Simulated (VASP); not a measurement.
Here is a VASP 6.6.1 calculation.

File INCAR:

```
ALGO = Normal
EDIFF = 1E-6
ENCUT = 500
GGA = PE
GGA_COMPAT = False
ISIF = 2
ISMEAR = 0
LASPH = True
LCHARG = True
LELF = True
LREAL = False
LVHAR = True
LWAVE = False
NBANDS = 50
NELM = 120
PREC = Accurate
SIGMA = 0.05
```

KPOINTS

```
k-points
0
Gamma
  4 8 6
```

The input POSCAR:

```
GeS
1.0
   11.0500243225      0.0000000000      0.0000000000
    0.0000000000      3.6678294942      0.0000000000
    0.0000000000      0.0000000000      4.4504162674
Ge S
4 4
Direct
    0.1259048197      0.2500000000      0.1349203576
    0.8740951803      0.7500000000      0.8650796424
    0.3740951803      0.7500000000      0.6349203576
    0.6259048197      0.2500000000      0.3650796424
    0.8471176922      0.2500000000      0.5025596800
    0.1528823078      0.7500000000      0.4974403200
    0.6528823078      0.7500000000      0.0025596800
    0.3471176922      0.2500000000      0.9974403200
```

Potentials or basis: VASP PAW PBE potentials, release 64 (Ge_d, S).

The run is started by

```console
$ cat potpaw_PBE.64/Ge_d/POTCAR potpaw_PBE.64/S/POTCAR > POTCAR
$ mpirun -np 1 vasp_std > vasp.out
```

Estimate the band gap on the k mesh.

1.06 eV.

Predict the pressure.

-1.3 GPa.

Estimate the largest force.

0.222 eV/Å.

Stress tensor (GPa, compression positive):
```
-2.54  0.00  0.00
 0.00 -0.76  0.00
 0.00  0.00 -0.61
```

Caveat: the cell differs from its parent crystal (strain +0.0250 x Voigt [1, 0, 0, 0, 0, 0]). A k mesh can miss the band edges.
